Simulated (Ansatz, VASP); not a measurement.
Given: the input of a run of VASP 6.6.1 on Al2O3.

File INCAR:

```
  PREC = Accurate
  ENCUT = 600
  EDIFF = 1E-6
  ISMEAR = -1
  SIGMA = 0.05
  LREAL = F
  LASPH = T
  NELM = 60
  ALGO = Normal
  ISIF = 3
  LWAVE = F
  LCHARG = F
  GGA = PE
  IVDW = 13
  IBRION = 2
  NSW = 60
  EDIFFG = -0.01
```

File KPOINTS:

```
Automatic mesh
0
Gamma
  11 11 3
```

The input POSCAR:

```
Al2O3
1.0
    2.8843249483      0.0000000000      0.0000000000
   -1.4421624742      2.4978986780      0.0000000000
    0.0000000000      0.0000000000      9.3367544600
Al O
2 3
Direct
    0.0000000000      0.0000000000      0.8500076700
    0.0000000000      0.0000000000      0.1499923300
    0.3333333333      0.6666666667      0.7776830800
    0.6666666667      0.3333333333      0.0000000000
    0.3333333333      0.6666666667      0.2223169200
```

Potentials or basis: VASP PAW PBE potentials, release 64 (Al, O).

Launch:

```sh
$ cat potpaw_PBE.64/Al/POTCAR potpaw_PBE.64/O/POTCAR > POTCAR
$ mpirun -np 1 vasp_std > vasp.out
```

Q: Translate it to Ansatz 0.2.0. Potentials there: Ansatz PAW.

A: As run (the cutoff follows the program's own potentials):

Contents of input.yaml:

```yaml
crystal:
  lattice:
    - [2.8843249483, 0.0, 0.0]
    - [-1.4421624742, 2.497898678, 0.0]
    - [0.0, 0.0, 9.33675446]
  atoms:
    - { symbol: Al, position: [0.0, 0.0, 0.85000767] }
    - { symbol: Al, position: [0.0, 0.0, 0.14999233] }
    - { symbol: O, position: [0.3333333333, 0.6666666667, 0.77768308] }
    - { symbol: O, position: [0.6666666667, 0.3333333333, 0.0] }
    - { symbol: O, position: [0.3333333333, 0.6666666667, 0.22231692] }
hamiltonian:
  xc: pbe
  pseudopotentials: { kind: paw }
  dispersion: d4
kpoints:
  mp_grid: { grid: [11, 11, 3] }
scf:
  occupations: { method: fermi_dirac, width: 0.05 }
output:
  forces: true
  stress: true
  eigenvalues: true
relax:
  f_tol: 0.01
  max_steps: 40
  cell: { stress_tol: 0.05 }
```

Potentials or basis: Ansatz PAW.

Run with:

```sh
$ ansatz run input.yaml --threads 1 --pin off --max-ram 3584MiB --backend cpu --events-out ev --progress --plain --runs-dir out
```

Both were run:

|  | VASP | Ansatz | Ansatz less VASP |
| --- | --- | --- | --- |
| gap on the k mesh at the Fermi level, each at its own relaxed structure (eV) | 4.56 | 4.57 | +0.012 |
| relaxed volume (Å³/atom) | 10.35 | 10.36 | +0.007 |
| relaxed cell length with the largest relative difference (Å) | 7.277 | 7.282 | +0.0055 |

Noted on VASP's run: the volume moved by over 15 % at a fixed basis, so the end points are rough. Noted on Ansatz's run: the volume moved by over 15 % at a fixed basis, so the end points are rough; odd divisions of the mesh miss points on the zone boundary, where band edges often lie, so the gap on the mesh can be too wide; the plane-wave basis is chosen anew once the cell has moved, so the energies of steps on either side of that aren't comparable.
